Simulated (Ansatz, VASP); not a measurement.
**One calculation of K2S, two programs**

```
CELL_PARAMETERS angstrom
0.00000 3.69182 3.69182
3.69182 0.00000 3.69182
3.69182 3.69182 0.00000
ATOMIC_POSITIONS crystal
S 0.00000 0.00000 0.00000
K 0.25000 0.25000 0.25000
K 0.75000 0.75000 0.75000
```

Alike in both runs: task single point; functional PBE; k mesh 6 × 6 × 6; no spin polarisation.

```csv
,VASP,Ansatz
version,VASP 6.6.1,Ansatz 0.2.0
potentials or method,"VASP PAW PBE potentials, release 64 (S, K_sv)","plane waves, PAW"
plane-wave cutoff (eV),500,420
occupations,"gaussian, width 0.01 eV",fixed
valence electrons in the cell,24,24
```

|  | VASP | Ansatz | Ansatz less VASP |
| --- | --- | --- | --- |
| gap on the k mesh at the Fermi level (eV) | 2.40 | 2.40 | +0.002 |
| pressure (GPa) | 0.7 | 0.6 | -0.03 |
